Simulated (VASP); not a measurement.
Here is a VASP 6.6.1 calculation.

File INCAR:

```
ALGO     = Normal         # electronic algorithm
EDIFF    = 1E-6           # SCF threshold, eV
EDIFFG   = -0.08          # ionic threshold
ENCUT    = 600            # plane-wave cutoff, eV
GGA      = PE             # functional
IBRION   = 2              # ionic algorithm
ISIF     = 3              # what is computed and relaxed
ISMEAR   = 0              # smearing method
LASPH    = True           # aspherical terms in the spheres
LCHARG   = False          # write CHGCAR
LREAL    = False          # projectors in reciprocal space
LWAVE    = False          # write WAVECAR
NELM     = 100            # most SCF steps
NSW      = 36             # ionic steps
PREC     = Accurate       # precision mode
SIGMA    = 0.15           # smearing width, eV
```

Contents of KPOINTS:

```
k-points
0
Gamma
  2 2 3
```

POSCAR

```
Ag2PdS2
1.0
    6.1522055300      0.0000000000      0.0000000000
    0.0000000000      8.3423607800      0.0000000000
    0.0000000000      0.0000000000      4.4583995000
Ag Pd S
4 2 4
Direct
    0.1286158600      0.6683207200      0.0000000000
    0.8713841400      0.3316792800      0.0000000000
    0.6286158600      0.8316792800      0.5000000000
    0.3713841400      0.1683207200      0.5000000000
    0.0000000000      0.0000000000      0.5000000000
    0.5000000000      0.5000000000      0.0000000000
    0.8002622000      0.8990196100      0.0000000000
    0.1997378000      0.1009803900      0.0000000000
    0.3002622000      0.6009803900      0.5000000000
    0.6997378000      0.3990196100      0.5000000000
```

Potentials or basis: VASP PAW PBE potentials, release 64 (Ag, Pd, S).

Command:

```bash
$ cat potpaw_PBE.64/Ag/POTCAR potpaw_PBE.64/Pd/POTCAR potpaw_PBE.64/S/POTCAR > POTCAR
$ mpirun -np 1 vasp_std > vasp.out
```

(1) Predict the band gap on the k mesh.

(2) Estimate the space group after relaxing (to 0.1 Å).

(3) What does it give for the relaxed volume?

(4) What does it give for the relaxed cell?

Answers

(1) 0.47 eV.

(2) Pnnm (No. 58).

(3) 21.01 Å³/atom.

(4) a = 7.584 Å, b = 8.197 Å, c = 3.380 Å, α = 90.00°, β = 90.00°, γ = 90.00°.

Caveat: the k points lie up to 0.62 Å⁻¹ apart in the final cell; a cell axis changed by over 15 % at a fixed basis, so the end point is rough.
